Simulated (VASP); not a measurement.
# Mo in VASP: single point with PBEsol

Aim: the single point of Mo with PBEsol.

Everything below comes from runs of VASP 6.6.1. Logs are shortened: lines on timing, memory, paths and dates and some standing lists are left out, and cuts for length are marked.

## Step 1: The cell of the first run

The cell holds a slab with vacuum, 9 atoms: a = 3.130 Å, b = 3.130 Å, c = 28.518 Å, α = 90.00°, β = 90.00°, γ = 90.00°.

## Step 2: Single point, PBEsol

Input file INCAR:

```
SYSTEM = Mo
ALGO     = Normal         ! electronic algorithm
DIPOL    = 0.5 0.5 0.500
EDIFF    = 1E-6           ! SCF threshold, eV
ENCUT    = 520            ! plane-wave cutoff, eV
GGA      = PS             ! functional
IDIPOL   = 3            
ISIF     = 2              ! what is computed and relaxed
ISMEAR   = -1             ! smearing method
LASPH    = .TRUE.         ! aspherical terms in the spheres
LCHARG   = .FALSE.        ! write CHGCAR
LDIPOL   = .TRUE.       
LREAL    = .FALSE.        ! projectors in reciprocal space
LWAVE    = .FALSE.        ! write WAVECAR
NBANDS   = 73             ! bands
NELM     = 60             ! most SCF steps
PREC     = Accurate       ! precision mode
SIGMA    = 0.03           ! smearing width, eV
```

Input file KPOINTS:

```
k-points
0
G
  11 11 1
  0 0 0
```

Input file POSCAR:

```
Mo
1.0
    3.1295792290      0.0000000000      0.0000000000
    0.0000000000      3.1295792290      0.0000000000
    0.0000000000      0.0000000000     28.5183169160
Mo
9
Direct
    0.0000000000      0.0000000000      0.2805214636
    0.5000000000      0.5000000000      0.3353910977
    0.0000000000      0.0000000000      0.3902607318
    0.5000000000      0.5000000000      0.4451303659
    0.0000000000      0.0000000000      0.5000000000
    0.5000000000      0.5000000000      0.5548696341
    0.0000000000      0.0000000000      0.6097392682
    0.5000000000      0.5000000000      0.6646089023
    0.0000000000      0.0000000000      0.7194785364
```

Potentials or basis: VASP PAW PBE potentials, release 64 (Mo_sv).

Run with:

```sh
cat potpaw_PBE.64/Mo_sv/POTCAR > POTCAR
mpirun -np 1 vasp_std > vasp.out
```

OUTCAR:

```text
SYSTEM = Mo
   EDIFF = 1E-6
   ENCUT = 520
   GGA = PS
   ISIF = 2
   ISMEAR = -1
   LASPH = .TRUE.
   LREAL = .FALSE.
   NELM = 60
   PREC = Accurate

 ion  position               nearest neighbor table
   1  0.000  0.000  0.281-   2 2.71   2 2.71   2 2.71   2 2.71   3 3.13
   2  0.500  0.500  0.335-   1 2.71   1 2.71   1 2.71   1 2.71   3 2.71   3 2.71   3 2.71   3 2.71
                             4 3.13
   3  0.000  0.000  0.390-   2 2.71   4 2.71   2 2.71   4 2.71   2 2.71   4 2.71   2 2.71   4 2.71
                             1 3.13   5 3.13
   4  0.500  0.500  0.445-   3 2.71   5 2.71   3 2.71   5 2.71   3 2.71   5 2.71   3 2.71   5 2.71
                             2 3.13   6 3.13
   5  0.000  0.000  0.500-   4 2.71   6 2.71   4 2.71   6 2.71   4 2.71   6 2.71   4 2.71   6 2.71
                             3 3.13   7 3.13
   6  0.500  0.500  0.555-   5 2.71   7 2.71   5 2.71   7 2.71   5 2.71   7 2.71   5 2.71   7 2.71
                             4 3.13   8 3.13
   7  0.000  0.000  0.610-   6 2.71   8 2.71   6 2.71   8 2.71   6 2.71   8 2.71   6 2.71   8 2.71
                             9 3.13   5 3.13
   8  0.500  0.500  0.665-   9 2.71   9 2.71   9 2.71   9 2.71   7 2.71   7 2.71   7 2.71   7 2.71
                             6 3.13
   9  0.000  0.000  0.719-   8 2.71   8 2.71   8 2.71   8 2.71   7 3.13

  LATTYP: Found a simple tetragonal cell.
 ALAT       =     3.1295792290
 C/A-ratio  =     9.1125083691

  Lattice vectors:

 A1 = (   3.1295792290,   0.0000000000,   0.0000000000)
 A2 = (   0.0000000000,   3.1295792290,   0.0000000000)
 A3 = (   0.0000000000,   0.0000000000,  28.5183169160)

Analysis of symmetry for initial positions (statically):
=====================================================================
 Subroutine PRICEL returns:
 Original cell was already a primitive cell.

 Routine SETGRP: Setting up the symmetry group for a
 simple tetragonal supercell.

 Subroutine GETGRP returns: Found 16 space group operations
 (whereof 16 operations were pure point group operations)
 out of a pool of 16 trial point group operations.

The static configuration has the point symmetry D_4h.

Analysis of symmetry for dynamics (positions and initial velocities):
=====================================================================
 Subroutine PRICEL returns:
 Original cell was already a primitive cell.

 Routine SETGRP: Setting up the symmetry group for a
 simple tetragonal supercell.

 Subroutine GETGRP returns: Found 16 space group operations
 (whereof 16 operations were pure point group operations)
 out of a pool of 16 trial point group operations.

The dynamic configuration has the point symmetry D_4h.

 Subroutine INISYM returns: Found 16 space group operations
 (whereof 16 operations are pure point group operations),
 and found     1 'primitive' translations

----------------------------------------------------------------------------------------

                                     Primitive cell

  volume of cell :     279.3160

  direct lattice vectors                    reciprocal lattice vectors
     3.129579229  0.000000000  0.000000000     0.319531773  0.000000000  0.000000000
     0.000000000  3.129579229  0.000000000     0.000000000  0.319531773  0.000000000
     0.000000000  0.000000000 28.518316916     0.000000000  0.000000000  0.035065183

  length of vectors
     3.129579229  3.129579229 28.518316916     0.319531773  0.319531773  0.035065183

  position of ions in fractional coordinates (direct lattice)
     0.000000000  0.000000000  0.280521464
     0.500000000  0.500000000  0.335391098
     0.000000000  0.000000000  0.390260732
     0.500000000  0.500000000  0.445130366
     0.000000000  0.000000000  0.500000000
     0.500000000  0.500000000  0.554869634
     0.000000000  0.000000000  0.609739268
     0.500000000  0.500000000  0.664608902
     0.000000000  0.000000000  0.719478536

  ion indices of the primitive-cell ions
   primitive index   ion index
                 1           1
                 2           2
                 3           3
                 4           4
                 5           5
                 6           6
                 7           7
                 8           8
                 9           9

----------------------------------------------------------------------------------------

 KPOINTS: k-points

Automatic generation of k-mesh.
 Grid dimensions read from file:
 generate k-points for:   11   11    1

 Generating k-lattice:

  Cartesian coordinates                     Fractional coordinates (reciprocal lattice)
     0.029048343  0.000000000  0.000000000     0.090909091  0.000000000  0.000000000
     0.000000000  0.029048343  0.000000000     0.000000000  0.090909091  0.000000000
     0.000000000  0.000000000  0.035065183     0.000000000  0.000000000  1.000000000

  Length of vectors
     0.029048343  0.029048343  0.035065183

  Shift w.r.t. Gamma in fractional coordinates (k-lattice)
     0.000000000  0.000000000  0.000000000

 Subroutine IBZKPT returns following result:
 ===========================================

 Found     21 irreducible k-points:

 Following reciprocal coordinates:
            Coordinates               Weight
  0.000000  0.000000  0.000000      1.000000
  0.090909  0.000000  0.000000      4.000000
  0.181818  0.000000  0.000000      4.000000
  0.272727  0.000000  0.000000      4.000000
  0.363636  0.000000  0.000000      4.000000
  0.454545  0.000000  0.000000      4.000000
[... 13 lines left out ...]
  0.454545  0.363636  0.000000      8.000000
  0.454545  0.454545  0.000000      4.000000
   k-points           NKPTS =     21   k-points in BZ     NKDIM =     21   number of bands    NBANDS=     73
   number of dos      NEDOS =    301   number of ions     NIONS =      9
   total plane-waves  NPLWV = 124416
   dimension x,y,z NGX =    24 NGY =   24 NGZ =  216
   dimension x,y,z NGXF=    48 NGYF=   48 NGZF=  432
   ions per type =               9
   NGX,Y,Z   is equivalent  to a cutoff of  12.75, 12.75, 12.59 a.u.
   NGXF,Y,Z  is equivalent  to a cutoff of  25.50, 25.50, 25.18 a.u.
 SYSTEM =  Mo
   PREC   = accura    normal or accurate (medium, high low for compatibility)
   ISTART =      0    job   : 0-new  1-cont  2-samecut
   ICHARG =      2    charge: 1-file 2-atom 10-const
   ISPIN  =      1    spin polarized calculation?
   LNONCOLLINEAR =      F non collinear calculations
   LSORBIT =      F    spin-orbit coupling
   LASPH  =      T    aspherical Exc in radial PAW
   ENCUT  =  520.0 eV  38.22 Ry    6.18 a.u.   5.82  5.82 53.03*2*pi/ulx,y,z
   NELM   =     60;   NELMIN=  2; NELMDL= -5     # of ELM steps
   EDIFF  = 0.1E-05   stopping-criterion for ELM
   LREAL  =      F    real-space projection
[... 7 lines left out ...]
   TEBEG  =    0.0;   TEEND  =   0.0 temperature during run
   PSTRESS=    0.0 pullay stress
   NELECT =     126.0000    total number of electrons
   NUPDOWN=      -1.0000    fix difference up-down
   EMIN   =  10.00;   EMAX   =-10.00  energy-range for DOS
   EFERMI =   0.00;   METHOD = LEGACY
   ISMEAR =    -1;   SIGMA  =   0.03  broadening in eV -4-tet -1-fermi 0-gaus
   EFERMI_NEDOS =   21; number of points for ismear=-14 and -15
   IALGO  =     38    algorithm
   IMIX   =      4    mixing-type and parameters
     AMIX     =   0.40;   BMIX     =  1.00
     AMIX_MAG =   1.60;   BMIX_MAG =  1.00
  volume/ion in A,a.u.               =      31.04       209.44
  Fermi-wavevector in a.u.,A,eV,Ry     =   1.255547  2.372640 21.448211  1.576399
  Thomas-Fermi vector in A             =   2.389299
   LORBIT       =      0    0 simple, 1 ext, 2 COOP (PROOUT), +10 PAW based schemes
   GGA     = PS    functional components
   LHFCALC =     F    Hartree Fock is set to
   AEXX    =    0.0000 exact exchange contribution
   IVDW    =     0    specifies the selected vdW correction
   LEPSILON=     F    determine dielectric tensor
   LRPA    =     F    only Hartree local field effects (RPA)
 non-spin polarized calculation
  energy-cutoff  :      520.00
  volume of cell :      279.32
 maximum number of plane-waves:      7578
 NGX is ok and might be reduce to    24
   NGX = 11   NGY = 11   NGZ =107

 dipolmoment           0.000000      0.000000     -0.000000 electrons x Angstroem

 number of electron     125.9999994 magnetization

 dipolmoment           0.000000      0.000000      0.000000 electrons x Angstroem

 Free energy of the ion-electron system (eV)
  ---------------------------------------------------
  ext. energy  EPLUGINS =         0.00000000
  ---------------------------------------------------
  free energy    TOTEN  =      -101.34304444 eV

  energy without entropy =     -101.31518132  energy(sigma->0) =     -101.32911288

 E-fermi :   4.2861     XC(G=0):  -7.5905

 val. band max:        4.2626497561   @ k =   0.4545   0.0909   0.0000
 cond. band min:       4.2963291709   @ k =   0.3636   0.0909   0.0000
 fundamental gap:      0.0336794148
 Fermi energy:         4.2861076704

 k-point     1 :       0.0000    0.0000    0.0000
  band No.  band energies     occupation
      1     -56.8678      2.00000
      2     -56.7922      2.00000
      3     -56.7251      2.00000
      4     -56.5602      2.00000
      5     -56.5166      2.00000
      6     -56.4461      2.00000
[... 65 lines left out ...]
     72       5.4959      0.00000
     73       5.7672      0.00000

 k-point     2 :       0.0909    0.0000    0.0000
  band No.  band energies     occupation
      1     -56.8575      2.00000
      2     -56.7836      2.00000
      3     -56.7196      2.00000
      4     -56.5563      2.00000
      5     -56.5148      2.00000
      6     -56.4487      2.00000
[... 1436 lines left out ...]
 k-point    21 :       0.4545    0.4545    0.0000
  band No.  band energies     occupation
      1     -56.6622      2.00000
      2     -56.6184      2.00000
      3     -56.6169      2.00000
      4     -56.5302      2.00000
      5     -56.5189      2.00000
      6     -56.4627      2.00000
[... 65 lines left out ...]
     72       6.6640      0.00000
     73       6.7841      0.00000

------------------------ aborting loop because EDIFF is reached ----------------------------------------

 vacuum level on the upper side and lower side of the slab       (xc-potential included)        -0.191        -0.191

  FORCE on cell =-STRESS in cart. coord.  units (eV):
  Direction    XX          YY          ZZ          XY          YZ          ZX
  --------------------------------------------------------------------------------------
  -------------------------------------------------------------------------------------
  Total       -7.6072200     -7.6072200     -5.6541657      0.0000000     -0.0000000     -0.0000000
  in kB      -43.6355812    -43.6355812    -32.4327163      0.0000000     -0.0000000     -0.0000000
  external PRESSURE =     -39.9012929 kB  Pullay stress =       0.0000000 kB

 VOLUME and BASIS-vectors are now :
 -----------------------------------------------------------------------------
  energy-cutoff  :      520.00
  volume of cell :      279.32
      direct lattice vectors                 reciprocal lattice vectors
     3.129579229  0.000000000  0.000000000     0.319531773  0.000000000  0.000000000
     0.000000000  3.129579229  0.000000000     0.000000000  0.319531773  0.000000000
     0.000000000  0.000000000 28.518316916     0.000000000  0.000000000  0.035065183

 POSITION                                       TOTAL-FORCE (eV/Angst)
 -----------------------------------------------------------------------------------
      0.00000      0.00000      8.00000         0.000000      0.000000      1.643771
      1.56479      1.56479      9.56479         0.000000     -0.000000     -1.454028
      0.00000      0.00000     11.12958        -0.000000      0.000000     -0.277593
      1.56479      1.56479     12.69437         0.000000     -0.000000      0.131792
      0.00000      0.00000     14.25916         0.000000      0.000000      0.000000
      1.56479      1.56479     15.82395         0.000000     -0.000000     -0.131792
      0.00000      0.00000     17.38874         0.000000      0.000000      0.277593
      1.56479      1.56479     18.95353         0.000000      0.000000      1.454028
      0.00000      0.00000     20.51832        -0.000000      0.000000     -1.643771
 -----------------------------------------------------------------------------------
    total drift:                                0.000000     -0.000000      0.000000

  FREE ENERGIE OF THE ION-ELECTRON SYSTEM (eV)
  ---------------------------------------------------
  free  energy   TOTEN  =      -101.3430444427 eV

  energy  without entropy=     -101.3151813153  energy(sigma->0) =     -101.32911288

 vacuum level on the upper side and lower side of the slab         8.193         8.193
```

Run time: 18 min. Hardware: 1 thread of AMD EPYC 7R13 (Zen 3), shared host; peak memory 0.46 GiB.

What came out:

```yaml
Free_energy: -101.3430 eV
Largest_force: 1.644 eV/Å
Band_gap_on_the_k_mesh: zero (bands 63 and 64 overlap by 1.79 eV)
```

Forces on the atoms (eV/Å):
```
Mo   0.000  0.000  1.644
Mo   0.000  0.000 -1.454
Mo   0.000  0.000 -0.278
Mo   0.000  0.000  0.132
Mo   0.000  0.000  0.000
Mo   0.000  0.000 -0.132
Mo   0.000  0.000  0.278
Mo   0.000  0.000  1.454
Mo   0.000  0.000 -1.644
```

Levels at points of the mesh, in eV from the Fermi level:
| k point | band 60 | band 61 | band 62 | band 63 | band 64 | band 65 | band 66 | band 67 |
| --- | --- | --- | --- | --- | --- | --- | --- | --- |
| (0.00, 0.00, 0.00) | -0.72 | -0.72 | -0.30 | -0.20 | -0.20 | -0.20 | -0.04 | -0.04 |

Caveat: the PAW data sets were made with another functional, which shifts forces and pressure a little.

The gap in the log of VASP goes by the Fermi energy; the results here count the filled bands.